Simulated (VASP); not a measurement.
Wanted: the native input for a VASP 6.6.1 run.

```yaml
Task: relaxation of cell and atoms
Functional: PBE
Potentials_or_basis: VASP PAW PBE potentials, release 64 (Pr_3, Ag, C), 4f in core
Cutoff: 600 eV
k_mesh: 15 × 15 × 15
Occupations: gaussian, width 0.1 eV
Spin: no spin polarisation
Dipole_correction: no
Further_INCAR_settings: ALGO = Normal; EDIFF = 1e-07; IBRION = 2; EDIFFG = -0.01; NSW = 100; ISIF = 3
```

The structure of PrAgC lies in POSCAR:

```
PrAgC
1.0
    3.9876026698      0.0000000000      0.0000000000
   -1.9938013349      3.4533652122      0.0000000000
    0.0000000000      0.0000000000      3.9618941780
Pr Ag C
1 1 1
Direct
    0.0000000000      0.0000000000      0.0000000000
    0.6666666667      0.3333333333      0.5000000000
    0.3333333333      0.6666666667      0.5000000000
```

The input as run:

INCAR

```
PREC     = Accurate       # precision mode
ENCUT    = 600            # plane-wave cutoff, eV
EDIFF    = 1E-7           # SCF threshold, eV
ISMEAR   = 0              # smearing method
SIGMA    = 0.1            # smearing width, eV
LREAL    = False          # projectors in reciprocal space
LASPH    = True           # aspherical terms in the spheres
NELM     = 200            # most SCF steps
ALGO     = Normal         # electronic algorithm
ISIF     = 3              # what is computed and relaxed
LWAVE    = False          # write WAVECAR
LCHARG   = False          # write CHGCAR
GGA      = PE             # functional
IBRION   = 2              # ionic algorithm
NSW      = 100            # ionic steps
EDIFFG   = -0.01          # ionic threshold
GGA_COMPAT= False        
NELMIN   = 4            
LMAXMIX  = 6              # l up to which the mixer works
```

KPOINTS

```
Automatic mesh
0
Gamma
  15 15 15
```

Potentials or basis: VASP PAW PBE potentials, release 64 (Pr_3, Ag, C), 4f in core.

Launch:

```console
$ cat potpaw_PBE.64/Pr_3/POTCAR potpaw_PBE.64/Ag/POTCAR potpaw_PBE.64/C/POTCAR > POTCAR
$ mpirun -np 1 vasp_std > vasp.out
```

It gave:

- Relaxed volume: 18.16 Å³/atom
- Relaxed cell: a = 3.991 Å, b = 3.991 Å, c = 3.950 Å, α = 90.00°, β = 90.00°, γ = 120.00°
- Space group after relaxing (to 0.1 Å): P-6m2 (No. 187)
- Energy gained by relaxing: 0.1 meV/atom
- Ionic steps: 3
- Pressure after relaxing: 0.0 GPa
- Band gap on the k mesh: zero (bands 13 and 14 overlap by 1.41 eV)

Caveat: spin-orbit coupling is left out, which moves the levels of the heavy elements; the 4f electrons are frozen in the core, so they carry no moment and show no levels.

It took 4.5 min on 1 thread of Intel(R) Xeon(R) Platinum 8488C (Sapphire Rapids), on a shared host, peak memory 0.42 GiB.
